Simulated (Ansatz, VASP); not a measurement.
**AlNi: VASP beside Ansatz**

```
Al Ni
1.0
     2.79091    0.00000    0.00000
     0.00000    2.79091    0.00000
     0.00000    0.00000    3.07000
Al Ni
1 1
Direct
  0.00000 0.00000 0.00000
  0.50000 0.50000 0.50000
```

Alike in both runs: task single point; functional PBEsol; k mesh 18 × 18 × 18; occupations gaussian, width 0.15 eV; no spin polarisation.

```csv
,VASP,Ansatz
version,VASP 6.6.1,Ansatz 0.2.0
potentials or method,"VASP PAW PBE potentials, release 64 (Al, Ni), cutoff 520 eV","scalar-relativistic, plane waves, PAW"
valence electrons in the cell,13,21
```

```csv
,VASP,Ansatz,Ansatz less VASP
gap on the k mesh at the Fermi level (eV),none,none,-
pressure (GPa),-2.8,-2.9,-0.09
"traceless stress, the component that is largest in VASP (GPa)",-3.63,-3.52,+0.108
```

VASP's potentials were made for PBE, not for PBEsol. A gap of «none» marks a metal or a gap that the smearing closes. The functional is the same, so the differences come from potentials, cutoffs and numerics. VASP's potentials hold 13 valence electrons a cell and Ansatz's 21, so a difference there can come from the potentials and not from the codes.
